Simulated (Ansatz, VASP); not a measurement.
**Two plane-wave programs on Ti3O4**

```
Ti O
1.0
     2.69436   -4.03035    0.00000
     2.69436    4.03035    0.00000
     0.00000    0.00000    2.96903
Ti O
3 4
Direct
  0.00000 0.00000 0.50000
  0.50000 0.00000 0.00000
  0.00000 0.50000 0.00000
  0.76278 0.76278 0.00000
  0.25888 0.74112 0.50000
  0.23722 0.23722 0.00000
  0.74112 0.25888 0.50000
```

Change from the starting cell: strain -0.0750 x Voigt [1, 0, 0, 0, 0, 0], atoms carried along.

Alike in both runs: task single point; functional PBEsol; k mesh 8 × 8 × 14; occupations gaussian, width 0.15 eV; no spin polarisation.

```csv
,VASP,Ansatz
version,VASP 6.6.1,Ansatz 0.2.0
potentials or method,"VASP PAW PBE potentials, release 64 (Ti_sv, O), cutoff 520 eV","scalar-relativistic, plane waves, PAW"
valence electrons in the cell,60,60
```

Ansatz gave:

```
gap on the k mesh at the Fermi level (eV)                     : none
pressure (GPa)                                                : 21.5
traceless stress, the component that is largest in VASP (GPa) : -14.21
rms of the force components (eV/Å)                            : 0.412
```

**Question.** What did VASP give for the same quantities?

**Answer.** gap on the k mesh at the Fermi level (eV): none; pressure (GPa): 22.5; traceless stress, the component that is largest in VASP (GPa): -14.32; rms of the force components (eV/Å): 0.425.

VASP's potentials were made for PBE, not for PBEsol. Atom by atom the forces differ by 0.014 eV/Å (rms over components). A gap of «none» marks a metal or a gap that the smearing closes. The functional is the same, so the differences come from potentials, cutoffs and numerics.
